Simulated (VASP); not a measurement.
Write the native input for VASP 6.6.1 that does the following.

```yaml
Task: single point
Functional: PBE
Potentials_or_basis: VASP PAW PBE potentials, release 64 (Si, C)
Cutoff: 520 eV
k_mesh: 18 × 18 × 6
Occupations: gaussian, width 0.1 eV
Spin: no spin polarisation
Dipole_correction: no
Further_INCAR_settings: ALGO = Normal; EDIFF = 1e-06; NBANDS = 16
```

The structure of Si3C lies in POSCAR:

```
Si3C
1.0
    2.8876480600      0.0000000000      0.0000000000
   -1.4438240300      2.5007765772      0.0000000000
    0.0000000000      0.0000000000      6.6532786222
Si C
3 1
Direct
    0.3333333333      0.6666666667      0.8168380082
    0.3333333333      0.6666666667      0.1831619918
    0.6666666667      0.3333333333      0.5000000000
    0.6666666667      0.3333333333      0.0000000000
```

These files were run (other wordings do the same):

INCAR

```
ALGO = Normal
EDIFF = 1E-6
ENCUT = 520
GGA = PE
ISIF = 2
ISMEAR = 0
LASPH = T
LCHARG = F
LREAL = F
LWAVE = F
NBANDS = 16
NELM = 60
PREC = Accurate
SIGMA = 0.1
```

KPOINTS

```
k-points
0
Gamma
  18 18 6
```

Potentials or basis: VASP PAW PBE potentials, release 64 (Si, C).

The run is started by

```console
$ cat potpaw_PBE.64/Si/POTCAR potpaw_PBE.64/C/POTCAR > POTCAR
$ mpirun -np 1 vasp_std > vasp.out
```

It gave:

```json
{
  "Pressure": "0.0 GPa",
  "Largest force": "0.014 eV/Å",
  "Band gap on the k mesh": "zero (band 8 reaches 15.53 eV, above the bottom of band 9 at 7.63 eV)"
}
```

Run time: 72 s on 1 thread of AMD EPYC 9R45 96-Core Processor (Zen 5), with other jobs on the host, peak memory 0.2 GiB.
